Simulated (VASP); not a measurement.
# HfNbSe4 (P-6m2) in VASP: a series of runs

The runs below take HfNbSe4 through relaxation of cell and atoms, single point, with PBE.

Everything below comes from runs of VASP 6.6.1. Logs are shortened: lines on timing, memory, paths and dates and some standing lists are left out, and cuts for length are marked.

## (1) The cell of the first run

Symmetry: P-6m2, No. 187, hexagonal system. The conventional cell has a = 5.604 Å, b = 5.604 Å, c = 4.691 Å, α = 90.00°, β = 90.00°, γ = 120.00°. Hf (site symmetry -6m2) has 3 Nb at 3.24 Å and 15 Se at 3.24 to 3.65 Å within 4.3 Å. Within 3.7 Å of Nb (site symmetry -6m2) lie 9 Se at 2.82 to 3.24 Å and 3 Hf at 3.24 Å. Within 3.8 Å of Se (site symmetry -6m2) lie 6 Se at 2.88 Å and 3 Nb at 3.24 Å and 3 Hf at 3.24 Å. Se (site symmetry mm2) has 6 Se at 2.71 to 2.89 Å and 2 Nb at 2.82 Å within 3.6 Å.

## (2) Relaxation of cell and atoms, PBE

INCAR reads:

```
SYSTEM = HfNbSe4
  PREC = Accurate
  ENCUT = 600
  EDIFF = 1E-6
  ISMEAR = 0
  SIGMA = 0.1
  LREAL = .FALSE.
  LASPH = .TRUE.
  NELM = 100
  ALGO = Normal
  ISIF = 3
  LWAVE = .FALSE.
  LCHARG = .FALSE.
  GGA = PE
  IBRION = 2
  NSW = 90
  EDIFFG = -0.04
```

KPOINTS reads:

```
Automatic mesh
0
G
  6 6 4
  0 0 0
```

POSCAR reads:

```
HfNbSe4
1.0
    5.6035009290      0.0000000000      0.0000000000
   -2.8017504645      4.8527741547      0.0000000000
    0.0000000000      0.0000000000      4.6908088159
Hf Nb Se
1 1 4
Direct
    0.3333333333      0.6666666667      0.0000000000
    0.6666666667      0.3333333333      0.0000000000
    0.0000000000      0.0000000000      0.0000000000
    0.3437978594      0.1718989297      0.5000000000
    0.8281010703      0.1718989297      0.5000000000
    0.8281010703      0.6562021406      0.5000000000
```

Potentials or basis: VASP PAW PBE potentials, release 64 (Hf_pv, Nb_sv, Se).

Run with:

```
cat potpaw_PBE.64/Hf_pv/POTCAR potpaw_PBE.64/Nb_sv/POTCAR potpaw_PBE.64/Se/POTCAR > POTCAR
mpirun -np 1 vasp_std > vasp.out
```

OUTCAR:

```text
SYSTEM = HfNbSe4
   PREC = Accurate
   ENCUT = 600
   EDIFF = 1E-6
   ISMEAR = 0
   LREAL = .FALSE.
   LASPH = .TRUE.
   NELM = 100
   ISIF = 3
   GGA = PE
   IBRION = 2
   NSW = 90
   EDIFFG = -0.04

 ion  position               nearest neighbor table
   1  0.333  0.667  0.000-   3 3.24   2 3.24   2 3.24   3 3.24   3 3.24   2 3.24
   2  0.667  0.333  0.000-   5 2.82   5 2.82   4 2.82   4 2.82   6 2.82   6 2.82   1 3.24   1 3.24
                             1 3.24
   3  0.000  0.000  0.000-   1 3.24   1 3.24   1 3.24
   4  0.344  0.172  0.500-   5 2.71   6 2.71   2 2.82   2 2.82
   5  0.828  0.172  0.500-   4 2.71   6 2.71   2 2.82   2 2.82
   6  0.828  0.656  0.500-   4 2.71   5 2.71   2 2.82   2 2.82

  LATTYP: Found a hexagonal cell.
 ALAT       =     5.6035009290
 C/A-ratio  =     0.8371210919

  Lattice vectors:

 A1 = (   5.6035009290,   0.0000000000,   0.0000000000)
 A2 = (  -2.8017504645,   4.8527741547,   0.0000000000)
 A3 = (   0.0000000000,   0.0000000000,   4.6908088159)

Analysis of symmetry for initial positions (statically):
=====================================================================
 Subroutine PRICEL returns:
 Original cell was already a primitive cell.

 Routine SETGRP: Setting up the symmetry group for a
 hexagonal supercell.

 Subroutine GETGRP returns: Found 12 space group operations
 (whereof 12 operations were pure point group operations)
 out of a pool of 24 trial point group operations.

The static configuration has the point symmetry D_3h.

Analysis of symmetry for dynamics (positions and initial velocities):
=====================================================================
 Subroutine PRICEL returns:
 Original cell was already a primitive cell.

 Routine SETGRP: Setting up the symmetry group for a
 hexagonal supercell.

 Subroutine GETGRP returns: Found 12 space group operations
 (whereof 12 operations were pure point group operations)
 out of a pool of 24 trial point group operations.

The dynamic configuration has the point symmetry D_3h.

 Subroutine INISYM returns: Found 12 space group operations
 (whereof 12 operations are pure point group operations),
 and found     1 'primitive' translations

----------------------------------------------------------------------------------------

                                     Primitive cell

  volume of cell :     127.5549

  direct lattice vectors                    reciprocal lattice vectors
     5.603500929  0.000000000  0.000000000     0.178459862  0.103033849  0.000000000
    -2.801750464  4.852774155  0.000000000     0.000000000  0.206067698  0.000000000
     0.000000000  0.000000000  4.690808816     0.000000000  0.000000000  0.213182852

  length of vectors
     5.603500929  5.603500929  4.690808816     0.206067698  0.206067698  0.213182852

  position of ions in fractional coordinates (direct lattice)
     0.333333333  0.666666667  0.000000000
     0.666666667  0.333333333  0.000000000
     0.000000000  0.000000000  0.000000000
     0.343797859  0.171898930  0.500000000
     0.828101070  0.171898930  0.500000000
     0.828101070  0.656202141  0.500000000

  ion indices of the primitive-cell ions
   primitive index   ion index
                 1           1
                 2           2
                 3           3
                 4           4
                 5           5
                 6           6

----------------------------------------------------------------------------------------

 KPOINTS: Automatic mesh

Automatic generation of k-mesh.
 Grid dimensions read from file:
 generate k-points for:    6    6    4

 Generating k-lattice:

  Cartesian coordinates                     Fractional coordinates (reciprocal lattice)
     0.029743310  0.017172308  0.000000000     0.166666667  0.000000000  0.000000000
     0.000000000  0.034344616  0.000000000     0.000000000  0.166666667  0.000000000
     0.000000000  0.000000000  0.053295713     0.000000000  0.000000000  0.250000000

  Length of vectors
     0.034344616  0.034344616  0.053295713

[... 42 lines left out ...]
    -2.801750464  4.852774155  0.000000000     0.000000000  0.206067698  0.000000000
     0.000000000  0.000000000  4.690808816     0.000000000  0.000000000  0.213182852

 POSITION                                       TOTAL-FORCE (eV/Angst)
 -----------------------------------------------------------------------------------
     -0.00000      3.23518      0.00000         0.000000     -0.000000      0.000000
      2.80175      1.61759      0.00000         0.000000     -0.000000      0.000000
      0.00000      0.00000      0.00000         0.000000     -0.000000      0.000000
      1.44485      0.83419      2.34540         0.145546      0.084031     -0.000000
      4.15865      0.83419      2.34540        -0.145546      0.084031     -0.000000
      2.80175      3.18440      2.34540         0.000000     -0.168062      0.000000
 -----------------------------------------------------------------------------------
    total drift:                               -0.000000      0.000000      0.000000
[... 150 lines left out ...]
 POSITION                                       TOTAL-FORCE (eV/Angst)
 -----------------------------------------------------------------------------------
     -0.00000      3.17275     -0.00000        -0.000000     -0.000000      0.000000
      2.74768      1.58638      0.00000        -0.000000     -0.000000      0.000000
      0.00000      0.00000      0.00000        -0.000000     -0.000000      0.000000
      1.41611      0.81759      2.42460        -0.101317     -0.058495     -0.000000
      4.07925      0.81759      2.42460         0.101317     -0.058495      0.000000
      2.74768      3.12394      2.42460        -0.000000      0.116991     -0.000000
 -----------------------------------------------------------------------------------
    total drift:                               -0.000001      0.000000      0.000000

  FREE ENERGIE OF THE ION-ELECTRON SYSTEM (eV)
  ---------------------------------------------------
  free  energy   TOTEN  =       -31.4276584172 eV

  energy  without entropy=      -31.3984410538  energy(sigma->0) =      -31.41304974

--------------------------------------- Ionic step        6  -------------------------------------------

 number of electron      47.0000001 magnetization

 Free energy of the ion-electron system (eV)
  ---------------------------------------------------
  ext. energy  EPLUGINS =         0.00000000
  ---------------------------------------------------
  free energy    TOTEN  =       -31.42902272 eV

  energy without entropy =      -31.40014361  energy(sigma->0) =      -31.41458316

 E-fermi :   6.6905     XC(G=0): -10.7445

 val. band max:        6.6788425032   @ k =   0.3333  -0.0000   0.0000
 cond. band min:       6.6987693355   @ k =   0.0000   0.0000   0.2500
 fundamental gap:      0.0199268323
 Fermi energy:         6.6905134285

 k-point     1 :       0.0000    0.0000    0.0000
  band No.  band energies     occupation
      1     -48.5766      2.00000
      2     -25.8420      2.00000
      3     -25.3742      2.00000
      4     -25.3742      2.00000
      5     -24.8440      2.00000
      6     -24.5165      2.00000
[... 20 lines left out ...]
     27       8.3049      0.00000
     28       8.9282      0.00000
[... 631 lines left out ...]
 VOLUME and BASIS-vectors are now :
 -----------------------------------------------------------------------------
  energy-cutoff  :      600.00
  volume of cell :      126.40
      direct lattice vectors                 reciprocal lattice vectors
     5.490999515  0.000000000  0.000000000     0.182116206  0.105144841 -0.000000000
    -2.745499757  4.755345072 -0.000000000     0.000000000  0.210289681 -0.000000000
     0.000000000  0.000000000  4.840740976    -0.000000000  0.000000000  0.206579944

 POSITION                                       TOTAL-FORCE (eV/Angst)
 -----------------------------------------------------------------------------------
     -0.00000      3.17023     -0.00000        -0.000000     -0.000000      0.000000
      2.74550      1.58512      0.00000        -0.000000     -0.000000      0.000000
      0.00000      0.00000      0.00000        -0.000000     -0.000000      0.000000
      1.40944      0.81374      2.42037         0.006125      0.003536      0.000000
      4.08156      0.81374      2.42037        -0.006125      0.003536     -0.000000
      2.74550      3.12787      2.42037        -0.000000     -0.007072      0.000000
 -----------------------------------------------------------------------------------
    total drift:                               -0.000001      0.000000      0.000000

  FREE ENERGIE OF THE ION-ELECTRON SYSTEM (eV)
  ---------------------------------------------------
  free  energy   TOTEN  =       -31.4290227201 eV

  energy  without entropy=      -31.4001436068  energy(sigma->0) =      -31.41458316

 reached required accuracy - stopping structural energy minimisation
```

It took 7.6 min on 1 thread of Intel Xeon Platinum 8259CL at 2.50GHz (Skylake/Cascade Lake), shared host; peak memory 0.37 GiB.

Results:

* Free energy: -31.4290 eV
* Relaxed volume: 21.07 Å³/atom
* Relaxed cell: a = 5.491 Å, b = 5.491 Å, c = 4.841 Å, α = 90.00°, β = 90.00°, γ = 120.00°
* Space group after relaxing (to 0.05 Å): P-6m2 (No. 187)
* Energy gained by relaxing: 11.7 meV/atom
* Ionic steps: 6
* Pressure after relaxing: 0.0 GPa
* Largest force after relaxing: 0.007 eV/Å

Forces in eV/Å, atoms in the order of the input:
```
Hf   0.000  0.000  0.000
Nb   0.000  0.000  0.000
Se   0.000  0.000  0.000
Se   0.006  0.004  0.000
Se  -0.006  0.004  0.000
Se   0.000 -0.007  0.000
```

The path:
```
step  energy change (eV)  largest force (eV/Å)  pressure (GPa)  volume (Å³)
   1              0.0000                0.1681           -0.67       127.55
   2             -0.0527                0.1930            0.47       125.88
   3             -0.0557                0.2961            0.85       125.40
   4             -0.0688                0.1009           -0.28       126.95
   5             -0.0689                0.1170           -0.20       126.82
   6             -0.0703                0.0071            0.02       126.40
```

Final structure:
```xyz
6
Lattice="5.4910 0.0000 0.0000 -2.7455 4.7553 0.0000 0.0000 0.0000 4.8407" Properties=species:S:1:pos:R:3 pbc="T T T"
Hf    0.0000    3.1702    0.0000
Nb    2.7455    1.5851    0.0000
Se    0.0000    0.0000    0.0000
Se    1.4094    0.8137    2.4204
Se    4.0816    0.8137    2.4204
Se    2.7455    3.1279    2.4204
```

Caveat: spin-orbit coupling is left out, which moves the levels of the heavy elements.

## (3) Relaxation of cell and atoms, PBE

This run uses another cell than the first one, of 21.18 Å³/atom, 0.996 times its volume.

INCAR reads:

```
SYSTEM = HfNbSe4
PREC     = Accurate       ! precision mode
ENCUT    = 600            ! plane-wave cutoff, eV
EDIFF    = 1E-7           ! SCF threshold, eV
ISMEAR   = 0              ! smearing method
SIGMA    = 0.1            ! smearing width, eV
LREAL    = .FALSE.        ! projectors in reciprocal space
LASPH    = .TRUE.         ! aspherical terms in the spheres
NELM     = 100            ! most SCF steps
ALGO     = Normal         ! electronic algorithm
ISIF     = 3              ! what is computed and relaxed
LWAVE    = .FALSE.        ! write WAVECAR
LCHARG   = .FALSE.        ! write CHGCAR
GGA      = PE             ! functional
IBRION   = 2              ! ionic algorithm
NSW      = 100            ! ionic steps
EDIFFG   = -0.01          ! ionic threshold
```

KPOINTS reads:

```
Automatic mesh
0
G
  12 12 8
  0 0 0
```

POSCAR reads:

```
HfNbSe4
1.0
    5.4994906269      0.0000000000      0.0000000000
   -2.7497453134      4.7626985907      0.0000000000
    0.0000000000      0.0000000000      4.8508962912
Hf Nb Se
1 1 4
Direct
    0.3333333333      0.6666666667      0.0000000000
    0.6666666667      0.3333333333      0.0000000000
    0.0000000000      0.0000000000      0.0000000000
    0.3423381552      0.1711690776      0.5000000000
    0.8288309224      0.1711690776      0.5000000000
    0.8288309224      0.6576618448      0.5000000000
```

Potentials or basis: VASP PAW PBE potentials, release 64 (Hf_pv, Nb_sv, Se).

Run with:

```
cat potpaw_PBE.64/Hf_pv/POTCAR potpaw_PBE.64/Nb_sv/POTCAR potpaw_PBE.64/Se/POTCAR > POTCAR
mpirun -np 1 vasp_std > vasp.out
```

Run time: 18 min. Hardware: 1 thread of Intel Xeon Platinum 8488C (Sapphire Rapids), shared host; peak memory 0.62 GiB.

Results (log left out):

```yaml
Free_energy: -31.4136 eV
Relaxed_volume: 21.09 Å³/atom
Relaxed_cell: a = 5.493 Å, b = 5.493 Å, c = 4.843 Å, α = 90.00°, β = 90.00°, γ = 120.00°
Space_group_after_relaxing_to_0.05_Å: P-6m2 (No. 187)
Energy_gained_by_relaxing: 0.1 meV/atom
Ionic_steps: 5
Pressure_after_relaxing: 0.0 GPa
Largest_force_after_relaxing: 0.003 eV/Å
```

Forces on the atoms (eV/Å):
```
Hf   0.000  0.000  0.000
Nb   0.000  0.000  0.000
Se   0.000  0.000  0.000
Se   0.003  0.002  0.000
Se  -0.003  0.002  0.000
Se   0.000 -0.003  0.000
```

The path:
| step | energy change (eV) | largest force (eV/Å) | pressure (GPa) | volume (Å³) |
| --- | --- | --- | --- | --- |
| 1 | 0.0000 | 0.0550 | -0.38 | 127.06 |
| 2 | -0.0005 | 0.0152 | 0.27 | 126.14 |
| 3 | -0.0008 | 0.0122 | 0.02 | 126.49 |
| 4 | -0.0008 | 0.0130 | 0.01 | 126.50 |
| 5 | -0.0008 | 0.0035 | 0.00 | 126.53 |

Final structure:
```cif
data_structure
_symmetry_space_group_name_H-M 'P 1'
_symmetry_Int_Tables_number 1
_cell_length_a 5.4926
_cell_length_b 5.4926
_cell_length_c 4.8429
_cell_angle_alpha 90.000
_cell_angle_beta 90.000
_cell_angle_gamma 120.000
_cell_volume 126.53
loop_
_atom_site_label
_atom_site_type_symbol
_atom_site_fract_x
_atom_site_fract_y
_atom_site_fract_z
_atom_site_occupancy
Hf1 Hf 0.33333 0.66667 0.00000 1
Nb1 Nb 0.66667 0.33333 0.00000 1
Se1 Se 0.00000 0.00000 0.00000 1
Se2 Se 0.34280 0.17140 0.50000 1
Se3 Se 0.82860 0.17140 0.50000 1
Se4 Se 0.82860 0.65720 0.50000 1
```

Levels at points of the mesh, in eV from the Fermi level:
| k point | band 20 | band 21 | band 22 | band 23 | band 24 | band 25 | band 26 | band 27 | band 28 |
| --- | --- | --- | --- | --- | --- | --- | --- | --- | --- |
| (0.00, 0.00, 0.00) | -2.53 | -0.65 | -0.50 | -0.05 | -0.05 | 0.16 | 0.16 | 1.60 | 2.26 |
| (0.50, 0.00, 0.00) | -2.43 | -1.72 | -0.88 | -0.79 | 0.13 | 0.75 | 0.90 | 1.12 | 1.54 |
| (0.00, 0.00, 0.50) | -0.98 | -0.76 | 0.45 | 0.45 | 0.68 | 0.68 | 0.94 | 1.01 | 1.33 |
| (0.50, 0.00, 0.50) | -2.27 | -1.52 | -0.98 | -0.94 | -0.04 | 0.61 | 0.70 | 0.83 | 1.13 |

Caveat: spin-orbit coupling is left out, which moves the levels of the heavy elements.

## (4) Single point, PBE

This run uses another cell than the first one, of 21.18 Å³/atom, 0.996 times its volume.

INCAR reads:

```
SYSTEM = HfNbSe4
  PREC = Accurate
  ENCUT = 520
  EDIFF = 1E-7
  ISMEAR = 0
  SIGMA = 0.1
  LREAL = .False.
  LASPH = .True.
  NELM = 100
  ALGO = Normal
  ISIF = 2
  LWAVE = .False.
  LCHARG = .True.
  GGA = PE
  LELF = .True.
  LVHAR = .True.
  NBANDS = 32
```

KPOINTS reads:

```
regular mesh
0
Gamma
  6 6 4
  0 0 0
```

POSCAR is that of step 3.

Run with:

```
cat potpaw_PBE.64/Hf_pv/POTCAR potpaw_PBE.64/Nb_sv/POTCAR potpaw_PBE.64/Se/POTCAR > POTCAR
mpirun -np 1 vasp_std > vasp.out
```

Wall time 86 s (1 thread of Intel Xeon Platinum 8488C (Sapphire Rapids), shared host); peak memory 0.29 GiB.

Results (log left out):

| Quantity | Value |
| --- | --- |
| Free energy | -31.4282 eV |
| Pressure | -0.4 GPa |
| Largest force | 0.008 eV/Å |

Forces in eV/Å, atoms in the order of the input:
```
Hf   0.000  0.000  0.000
Nb   0.000  0.000  0.000
Se   0.000  0.000  0.000
Se   0.007  0.004  0.000
Se  -0.007  0.004  0.000
Se   0.000 -0.008  0.000
```

Levels at points of the mesh, in eV from the Fermi level:
```tsv
k point	band 20	band 21	band 22	band 23	band 24	band 25	band 26	band 27	band 28	band 29
(0.00, 0.00, 0.00)	-2.53	-0.66	-0.49	-0.04	-0.04	0.15	0.15	1.60	2.21	2.43
(0.50, 0.00, 0.00)	-2.43	-1.72	-0.88	-0.81	0.13	0.73	0.90	1.13	1.54	1.93
(0.00, 0.00, 0.50)	-0.98	-0.79	0.44	0.44	0.65	0.65	0.95	1.03	1.33	1.33
(0.50, 0.00, 0.50)	-2.28	-1.52	-0.98	-0.96	-0.05	0.59	0.69	0.84	1.13	1.88
```

Caveat: spin-orbit coupling is left out, which moves the levels of the heavy elements.

## (5) Single point, PBE

INCAR reads:

```
SYSTEM = HfNbSe4
PREC = Accurate
ENCUT = 520
EDIFF = 1E-7
ISMEAR = 0
SIGMA = 0.1
LREAL = .FALSE.
LASPH = .TRUE.
NELM = 100
ALGO = Normal
ISIF = 2
LWAVE = .FALSE.
LCHARG = .FALSE.
GGA = PE
NBANDS = 32
```

KPOINTS reads:

```
Automatic mesh
0
G
  3 3 4
  0 0 0
```

POSCAR reads:

```
HfNbSe4
1.0
    5.6035009290      0.0000000000      0.0000000000
   -2.8017504645      4.8527741547      0.0000000000
    0.0000000000      0.0000000000      4.6908088159
Hf Nb Se
1 1 4
Direct
    0.3333333333      0.6666666667      0.0000000000
    0.6666666667      0.3333333333      0.0000000000
    0.0000000000      0.0000000000      0.0000000000
    0.3437978594      0.1718989297      0.5000000000
    0.8281010703      0.1718989297      0.5000000000
    0.8281010703      0.6562021406      0.5000000000
```

Run with:

```
cat potpaw_PBE.64/Hf_pv/POTCAR potpaw_PBE.64/Nb_sv/POTCAR potpaw_PBE.64/Se/POTCAR > POTCAR
mpirun -np 1 vasp_std > vasp.out
```

It took 81 s on 1 thread of Intel Xeon 8259CL, shared host; peak memory 0.26 GiB.

The run converged. Its results:

| Item | Value |
| --- | --- |
| Free energy | -31.3472 eV |
| Pressure | -0.2 GPa |
| Largest force | 0.011 eV/Å |

Forces on the atoms (eV/Å):
```
Hf   0.000  0.000  0.000
Nb   0.000  0.000  0.000
Se   0.000  0.000  0.000
Se   0.010  0.006  0.000
Se  -0.010  0.006  0.000
Se   0.000 -0.011  0.000
```

Stress tensor (GPa, compression positive):
```
-0.26  0.00  0.00
 0.00 -0.26  0.00
 0.00  0.00 -0.03
```

Levels at points of the mesh, in eV from the Fermi level:
```csv
k point,band 19,band 20,band 21,band 22,band 23,band 24,band 25,band 26,band 27,band 28
"(0.00, 0.00, 0.00)",-2.88,-2.62,-0.54,-0.52,0.07,0.07,0.09,0.09,1.39,2.06
"(0.00, 0.00, 0.50)",-0.92,-0.92,-0.36,0.43,0.43,0.66,0.66,1.11,1.18,1.43
```

Caveat: the k points lie up to 0.43 Å⁻¹ apart; spin-orbit coupling is left out, which moves the levels of the heavy elements.

## (6) Summary

| task | cell | k mesh | cutoff (eV) | gap on the mesh (eV) | pressure (GPa) | relaxed volume (Å³/atom) | largest force (eV/Å) |
| --- | --- | --- | --- | --- | --- | --- | --- |
| relaxation of cell and atoms | relaxed from a = 5.604, b = 5.604, c = 4.691 Å, angles 90.0, 90.0, 120.0°, 6 atoms | 6 × 6 × 4 | 600 | none | 0.0 | 21.07 | 0.01 |
| relaxation of cell and atoms | relaxed from a = 5.499, b = 5.499, c = 4.851 Å, angles 90.0, 90.0, 120.0°, 6 atoms | 12 × 12 × 8 | 600 | none | 0.0 | 21.09 | - |
| single point | a = 5.499, b = 5.499, c = 4.851 Å, angles 90.0, 90.0, 120.0°, 6 atoms | 6 × 6 × 4 | 520 | none | -0.4 | - | 0.01 |
| single point | a = 5.604, b = 5.604, c = 4.691 Å, angles 90.0, 90.0, 120.0°, 6 atoms | 3 × 3 × 4 | 520 | none | -0.2 | - | 0.01 |

Alike in all rows: level PBE; potentials or basis VASP PAW PBE potentials, release 64 (Hf_pv, Nb_sv, Se); no spin polarisation; smearing gaussian 0.1 eV.

Caveats: some runs use coarse meshes; spin-orbit coupling is left out, which moves the levels of the heavy elements.

Total energies depend on the potentials used, so only differences within one code and one set of settings carry meaning.
